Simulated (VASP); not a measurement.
# Si2Ni (R-3m) in VASP: a series of runs

Si2Ni is run at these levels: PBEsol; tasks: single point.

Everything below comes from runs of VASP 6.6.1. Logs are shortened: lines on timing, memory, paths and dates and some standing lists are left out, and cuts for length are marked.

**1. The cell of the first run**

The structure is trigonal, space group R-3m (No. 166). Conventional cell: a = 3.840 Å, b = 3.840 Å, c = 9.259 Å, α = 90.00°, β = 90.00°, γ = 120.00°. Ni (site symmetry -3m) has 8 Si at 2.33 to 2.34 Å within 3.1 Å. Within 3.1 Å of Si (site symmetry 3m) lie 4 Ni at 2.33 to 2.34 Å and 6 Si at 2.69 to 2.72 Å.

**2. Single point, PBEsol**

Input file INCAR:

```
SYSTEM = Si2Ni
ALGO = Normal
EDIFF = 1E-6
ENCUT = 520
GGA = PS
ISIF = 2
ISMEAR = 0
LASPH = .TRUE.
LCHARG = .FALSE.
LREAL = .FALSE.
LWAVE = .FALSE.
NBANDS = 37
NELM = 100
PREC = Accurate
SIGMA = 0.05
```

Input file KPOINTS:

```
k-points
0
G
  12 12 4
  0 0 0
```

Input file POSCAR:

```
Si2Ni
1.0
    3.8402969286      0.0000000000      0.0000000000
   -1.9201484643      3.3257946983      0.0000000000
    0.0000000000      0.0000000000      9.2589877982
Ni Si
3 6
Direct
    0.0000000000      0.0000000000      0.0000000000
    0.3333333333      0.6666666667      0.3333333333
    0.6666666667      0.3333333333      0.6666666667
    0.3333333333      0.6666666667      0.0818284938
    0.6666666667      0.3333333333      0.9181715062
    0.6666666667      0.3333333333      0.4151618272
    0.0000000000      0.0000000000      0.2515048395
    0.0000000000      0.0000000000      0.7484951605
    0.3333333333      0.6666666667      0.5848381728
```

Potentials or basis: VASP PAW PBE potentials, release 64 (Ni, Si).

Run with:

```
cat potpaw_PBE.64/Ni/POTCAR potpaw_PBE.64/Si/POTCAR > POTCAR
mpirun -np 1 vasp_std > vasp.out
```

OUTCAR:

```text
SYSTEM = Si2Ni
   EDIFF = 1E-6
   ENCUT = 520
   GGA = PS
   ISIF = 2
   ISMEAR = 0
   LASPH = .TRUE.
   LREAL = .FALSE.
   NELM = 100
   PREC = Accurate

 ion  position               nearest neighbor table
   1  0.000  0.000  0.000-   7 2.33   8 2.33   4 2.34   5 2.34   5 2.34   4 2.34   5 2.34   4 2.34

   2  0.333  0.667  0.333-   4 2.33   9 2.33   7 2.34   6 2.34   7 2.34   6 2.34   7 2.34   6 2.34

   3  0.667  0.333  0.667-   5 2.33   6 2.33   8 2.34   9 2.34   8 2.34   9 2.34   8 2.34   9 2.34

   4  0.333  0.667  0.082-   2 2.33   1 2.34   1 2.34   1 2.34   5 2.69   5 2.69   5 2.69   7 2.72
                             7 2.72   7 2.72
   5  0.667  0.333  0.918-   3 2.33   1 2.34   1 2.34   1 2.34   4 2.69   4 2.69   4 2.69   8 2.72
                             8 2.72   8 2.72
   6  0.667  0.333  0.415-   3 2.33   2 2.34   2 2.34   2 2.34   7 2.69   7 2.69   7 2.69   9 2.72
                             9 2.72   9 2.72
   7  0.000  0.000  0.252-   1 2.33   2 2.34   2 2.34   2 2.34   6 2.69   6 2.69   6 2.69   4 2.72
                             4 2.72   4 2.72
   8  0.000  0.000  0.748-   1 2.33   3 2.34   3 2.34   3 2.34   9 2.69   9 2.69   9 2.69   5 2.72
                             5 2.72   5 2.72
   9  0.333  0.667  0.585-   2 2.33   3 2.34   3 2.34   3 2.34   8 2.69   8 2.69   8 2.69   6 2.72
                             6 2.72   6 2.72

  LATTYP: Found a hexagonal cell.
 ALAT       =     3.8402969286
 C/A-ratio  =     2.4110083075

  Lattice vectors:

 A1 = (   3.8402969286,   0.0000000000,   0.0000000000)
 A2 = (  -1.9201484643,   3.3257946983,   0.0000000000)
 A3 = (   0.0000000000,   0.0000000000,   9.2589877982)

Analysis of symmetry for initial positions (statically):
=====================================================================
 Subroutine PRICEL returns following result:

  LATTYP: Found a trigonal (rhomboedric) cell.
 ALAT       =     3.8001826940
 COS(alpha) =     0.4893884167

  Lattice vectors:

 A1 = (   1.9201484639,   1.1085982330,  -3.0863292667)
 A2 = (   0.0000000002,  -2.2171964656,  -3.0863292658)
 A3 = (  -1.9201484641,   1.1085982327,  -3.0863292658)

   3 primitive cells build up your supercell.

 Routine SETGRP: Setting up the symmetry group for a
 hexagonal supercell.

 Subroutine GETGRP returns: Found 12 space group operations
 (whereof 12 operations were pure point group operations)
 out of a pool of 24 trial point group operations.

The static configuration has the point symmetry D_3d.

Analysis of symmetry for dynamics (positions and initial velocities):
=====================================================================
 Subroutine PRICEL returns following result:

  LATTYP: Found a trigonal (rhomboedric) cell.
 ALAT       =     3.8001826940
 COS(alpha) =     0.4893884167

  Lattice vectors:

 A1 = (   1.9201484639,   1.1085982330,  -3.0863292667)
 A2 = (   0.0000000002,  -2.2171964656,  -3.0863292658)
 A3 = (  -1.9201484641,   1.1085982327,  -3.0863292658)

   3 primitive cells build up your supercell.

 Routine SETGRP: Setting up the symmetry group for a
 hexagonal supercell.

 Subroutine GETGRP returns: Found 12 space group operations
 (whereof 12 operations were pure point group operations)
 out of a pool of 24 trial point group operations.

The dynamic configuration has the point symmetry D_3d.

 Subroutine INISYM returns: Found 12 space group operations
 (whereof 12 operations are pure point group operations),
 and found     3 'primitive' translations

----------------------------------------------------------------------------------------

                                     Primitive cell

  volume of cell :      39.4187

  direct lattice vectors                    reciprocal lattice vectors
     1.920148464  1.108598233 -3.086329267     0.260396531  0.150340008 -0.108003166
     0.000000000 -2.217196466 -3.086329266     0.000000000 -0.300680015 -0.108003166
    -1.920148464  1.108598233 -3.086329266    -0.260396532  0.150340007 -0.108003166

  length of vectors
     3.800182694  3.800182693  3.800182693     0.319488897  0.319488897  0.319488897

  position of ions in fractional coordinates (direct lattice)
     0.000000000  0.000000000  0.000000000
     0.251504840  0.251504840  0.251504840
     0.748495160  0.748495160  0.748495160

  ion indices of the primitive-cell ions
   primitive index   ion index
                 1           1
                 2           8
                 3           7

----------------------------------------------------------------------------------------

 KPOINTS: k-points

Automatic generation of k-mesh.
 Grid dimensions read from file:
 generate k-points for:   12   12    4

 Generating k-lattice:

  Cartesian coordinates                     Fractional coordinates (reciprocal lattice)
     0.021699711  0.012528334  0.000000000     0.083333333 -0.000000000  0.000000000
     0.000000000  0.025056668  0.000000000     0.000000000  0.083333333  0.000000000
     0.000000000  0.000000000  0.027000792     0.000000000  0.000000000  0.250000000

  Length of vectors
     0.025056668  0.025056668  0.027000792

  Shift w.r.t. Gamma in fractional coordinates (k-lattice)
     0.000000000  0.000000000  0.000000000

 Subroutine IBZKPT returns following result:
 ===========================================

 Found     69 irreducible k-points:

 Following reciprocal coordinates:
            Coordinates               Weight
  0.000000  0.000000  0.000000      1.000000
  0.083333  0.000000  0.000000      6.000000
  0.166667  0.000000  0.000000      6.000000
  0.250000  0.000000  0.000000      6.000000
  0.333333  0.000000  0.000000      6.000000
  0.416667 -0.000000  0.000000      6.000000
[... 16 lines left out ...]
  0.166667  0.000000  0.250000      6.000000
  0.000000  0.166667  0.250000      6.000000
 [... further k-points ...]
   k-points           NKPTS =     69   k-points in BZ     NKDIM =     69   number of bands    NBANDS=     37
   number of dos      NEDOS =    301   number of ions     NIONS =      9
   total plane-waves  NPLWV =  63000
   dimension x,y,z NGX =    30 NGY =   30 NGZ =   70
   dimension x,y,z NGXF=    60 NGYF=   60 NGZF=  140
   ions per type =               3   6
   NGX,Y,Z   is equivalent  to a cutoff of  12.99, 12.99, 12.57 a.u.
   NGXF,Y,Z  is equivalent  to a cutoff of  25.97, 25.97, 25.14 a.u.
 SYSTEM =  Si2Ni
   PREC   = accura    normal or accurate (medium, high low for compatibility)
   ISTART =      0    job   : 0-new  1-cont  2-samecut
   ICHARG =      2    charge: 1-file 2-atom 10-const
   ISPIN  =      1    spin polarized calculation?
   LNONCOLLINEAR =      F non collinear calculations
   LSORBIT =      F    spin-orbit coupling
   LASPH  =      T    aspherical Exc in radial PAW
   ENCUT  =  520.0 eV  38.22 Ry    6.18 a.u.   7.14  7.14 17.22*2*pi/ulx,y,z
   NELM   =    100;   NELMIN=  2; NELMDL= -5     # of ELM steps
   EDIFF  = 0.1E-05   stopping-criterion for ELM
   LREAL  =      F    real-space projection
   EDIFFG = 0.1E-04   stopping-criterion for IOM
   NSW    =      0    number of steps for IOM
   IBRION =     -1    ionic relax: 0-MD 1-quasi-New 2-CG
   NFREE  =      0    steps in history (QN), initial steepest desc. (CG)
   ISIF   =      2    stress and relaxation
   ISYM   =      2    0-nonsym 1-usesym 2-fastsym
   POTIM  = 0.5000    time-step for ionic-motion
   TEBEG  =    0.0;   TEEND  =   0.0 temperature during run
   PSTRESS=    0.0 pullay stress
   NELECT =      54.0000    total number of electrons
   NUPDOWN=      -1.0000    fix difference up-down
   EMIN   =  10.00;   EMAX   =-10.00  energy-range for DOS
   EFERMI =   0.00;   METHOD = LEGACY
   ISMEAR =     0;   SIGMA  =   0.05  broadening in eV -4-tet -1-fermi 0-gaus
   EFERMI_NEDOS =   21; number of points for ismear=-14 and -15
   IALGO  =     38    algorithm
   IMIX   =      4    mixing-type and parameters
     AMIX     =   0.40;   BMIX     =  1.00
     AMIX_MAG =   1.60;   BMIX_MAG =  1.00
  volume/ion in A,a.u.               =      13.14        88.67
  Fermi-wavevector in a.u.,A,eV,Ry     =   1.260661  2.382303 21.623264  1.589265
  Thomas-Fermi vector in A             =   2.394159
   LORBIT       =      0    0 simple, 1 ext, 2 COOP (PROOUT), +10 PAW based schemes
   GGA     = PS    functional components
   LHFCALC =     F    Hartree Fock is set to
   AEXX    =    0.0000 exact exchange contribution
   IVDW    =     0    specifies the selected vdW correction
   LEPSILON=     F    determine dielectric tensor
   LRPA    =     F    only Hartree local field effects (RPA)
 non-spin polarized calculation
 Gauss-broadening in eV      SIGMA  =   0.05
  energy-cutoff  :      520.00
  volume of cell :      118.26
 maximum number of plane-waves:      3234
 NGX is ok and might be reduce to    30
   NGX = 15   NGY = 15   NGZ = 35

 number of electron      53.9999980 magnetization

 Free energy of the ion-electron system (eV)
  ---------------------------------------------------
  ext. energy  EPLUGINS =         0.00000000
  ---------------------------------------------------
  free energy    TOTEN  =       -56.92519309 eV

  energy without entropy =      -56.92142210  energy(sigma->0) =      -56.92330760

 E-fermi :  10.3847     XC(G=0): -11.7077

 val. band max:       10.3841330628   @ k =   0.1667   0.0833   0.5000
 cond. band min:      10.3866916643   @ k =   0.3333   0.0833   0.5000
 fundamental gap:      0.0025586015
 Fermi energy:        10.3846863054

 k-point     1 :       0.0000    0.0000    0.0000
  band No.  band energies     occupation
      1      -3.4807      2.00000
      2      -1.8387      2.00000
      3      -1.8387      2.00000
      4       2.4883      2.00000
      5       2.4883      2.00000
      6       5.1387      2.00000
[... 29 lines left out ...]
     36      12.5387      0.00000
     37      12.8710      0.00000
[... 918 lines left out ...]
     36      14.3557      0.00000
     37      14.4732      0.00000

 [... further k-points ...]

------------------------ aborting loop because EDIFF is reached ----------------------------------------

  FORCE on cell =-STRESS in cart. coord.  units (eV):
  Direction    XX          YY          ZZ          XY          YZ          ZX
  --------------------------------------------------------------------------------------
  -------------------------------------------------------------------------------------
  Total       -1.0465777     -1.0465777      0.1819409      0.0000000      0.0000000      0.0000000
  in kB      -14.1794141    -14.1794141      2.4650021      0.0000000      0.0000000      0.0000000
  external PRESSURE =      -8.6312754 kB  Pullay stress =       0.0000000 kB

 VOLUME and BASIS-vectors are now :
 -----------------------------------------------------------------------------
  energy-cutoff  :      520.00
  volume of cell :      118.26
      direct lattice vectors                 reciprocal lattice vectors
     3.840296929  0.000000000  0.000000000     0.260396531  0.150340008  0.000000000
    -1.920148464  3.325794698  0.000000000     0.000000000  0.300680015  0.000000000
     0.000000000  0.000000000  9.258987798     0.000000000  0.000000000  0.108003166

 POSITION                                       TOTAL-FORCE (eV/Angst)
 -----------------------------------------------------------------------------------
      0.00000      0.00000      0.00000         0.000000      0.000000     -0.000000
     -0.00000      2.21720      3.08633        -0.000000      0.000000     -0.000000
      1.92015      1.10860      6.17266         0.000000      0.000000     -0.000000
     -0.00000      2.21720      0.75765        -0.000000      0.000000     -0.001547
      1.92015      1.10860      8.50134         0.000000     -0.000000      0.001547
      1.92015      1.10860      3.84398         0.000000      0.000000     -0.001547
      0.00000      0.00000      2.32868         0.000000      0.000000      0.001547
      0.00000      0.00000      6.93031        -0.000000      0.000000     -0.001547
     -0.00000      2.21720      5.41501         0.000000     -0.000000      0.001547
 -----------------------------------------------------------------------------------
    total drift:                                0.000000      0.000000      0.000000

  FREE ENERGIE OF THE ION-ELECTRON SYSTEM (eV)
  ---------------------------------------------------
  free  energy   TOTEN  =       -56.9251930879 eV

  energy  without entropy=      -56.9214221031  energy(sigma->0) =      -56.92330760
```

Wall time 2.7 min (1 thread of Intel Xeon 6975P-C (Granite Rapids), shared host); peak memory 0.37 GiB.

What came out:

- Free energy: -56.9252 eV
- Pressure: -0.9 GPa
- Band gap on the k mesh: zero (band 27 reaches 11.71 eV, above the bottom of band 28 at 9.97 eV)

Levels at points of the mesh, in eV from the Fermi level:
```
           k point  band 24  band 25  band 26  band 27  band 28  band 29  band 30  band 31
(0.00, 0.00, 0.00)    -0.79    -0.26     1.33     1.33     1.67     1.67     1.82     1.99
(0.50, 0.00, 0.00)    -2.15    -2.15    -2.13    -2.13    -0.42     0.54     0.54     1.35
(0.00, 0.00, 0.50)     0.48     0.48     0.48     0.48     0.63     0.63     1.56     1.70
(0.50, 0.00, 0.50)    -2.74    -2.74    -1.53    -1.31    -0.04    -0.04     1.80     1.82
```

Caveat: the PAW data sets were made with another functional, which shifts forces and pressure a little. Spin polarisation is off, so any magnetic state and its effect on volume and gap are missing.

**3. Single point, PBEsol**

This run uses another cell than the first one, of 13.06 Å³/atom, 0.994 times its volume.

Input file INCAR:

```
SYSTEM = Si2Ni
PREC = Accurate
ENCUT = 520
EDIFF = 1E-6
ISMEAR = 0
SIGMA = 0.05
LREAL = .False.
LASPH = .True.
NELM = 100
ALGO = Normal
ISIF = 2
LWAVE = .False.
LCHARG = .False.
GGA = PS
NBANDS = 37
```

Input file KPOINTS:

```
Automatic mesh
0
Gamma
  12 12 4
  0 0 0
```

Input file POSCAR:

```
Si2Ni
1.0
    3.8402969286      0.0000000000      0.0000000000
   -1.9201484643      3.3257946983      0.0000000000
    0.0000000000      0.0000000000      9.2000000000
Ni Si
3 6
Direct
    0.0000000000      0.0000000000      0.0000000000
    0.3333333333      0.6666666667      0.3333333333
    0.6666666667      0.3333333333      0.6666666667
    0.3333333333      0.6666666667      0.0833333333
    0.6666666667      0.3333333333      0.9166666667
    0.6666666667      0.3333333333      0.4166666667
    0.0000000000      0.0000000000      0.2500000000
    0.0000000000      0.0000000000      0.7500000000
    0.3333333333      0.6666666667      0.5833333333
```

Potentials or basis: VASP PAW PBE potentials, release 64 (Ni, Si).

Run with:

```
cat potpaw_PBE.64/Ni/POTCAR potpaw_PBE.64/Si/POTCAR > POTCAR
mpirun -np 1 vasp_std > vasp.out
```

Wall time 2.9 min (1 thread of Intel Xeon 6975P-C (Granite Rapids), shared host); peak memory 0.38 GiB.

Results (log left out):

```yaml
Free_energy: -56.9074 eV
Pressure: 0.2 GPa
Largest_force: 0.225 eV/Å
Band_gap_on_the_k_mesh: zero (band 27 reaches 11.81 eV, above the bottom of band 28 at 10.07 eV)
```

Forces on the atoms (eV/Å):
```
Ni   0.000  0.000  0.000
Ni   0.000  0.000  0.000
Ni   0.000  0.000  0.000
Si   0.000  0.000 -0.225
Si   0.000  0.000  0.225
Si   0.000  0.000 -0.225
Si   0.000  0.000  0.225
Si   0.000  0.000 -0.225
Si   0.000  0.000  0.225
```

Stress tensor (GPa, compression positive):
```
-1.42  0.00  0.00
 0.00 -1.42  0.00
 0.00  0.00  3.54
```

Levels at points of the mesh, in eV from the Fermi level:
```
           k point  band 23  band 24  band 25  band 26  band 27  band 28  band 29  band 30  band 31  band 32
(0.00, 0.00, 0.00)    -0.87    -0.87    -0.23     1.33     1.33     1.65     1.65     1.88     1.99     1.99
(0.50, 0.00, 0.00)    -3.16    -2.20    -2.20    -2.11    -2.11    -0.42     0.54     0.54     1.34     3.04
(0.00, 0.00, 0.50)    -1.29     0.43     0.43     0.43     0.43     0.60     0.60     1.57     1.69     1.69
(0.50, 0.00, 0.50)    -2.92    -2.79    -2.79    -1.46    -1.36    -0.04    -0.04     1.83     1.84     1.85
```

Caveat: the PAW data sets were made with another functional, which shifts forces and pressure a little.
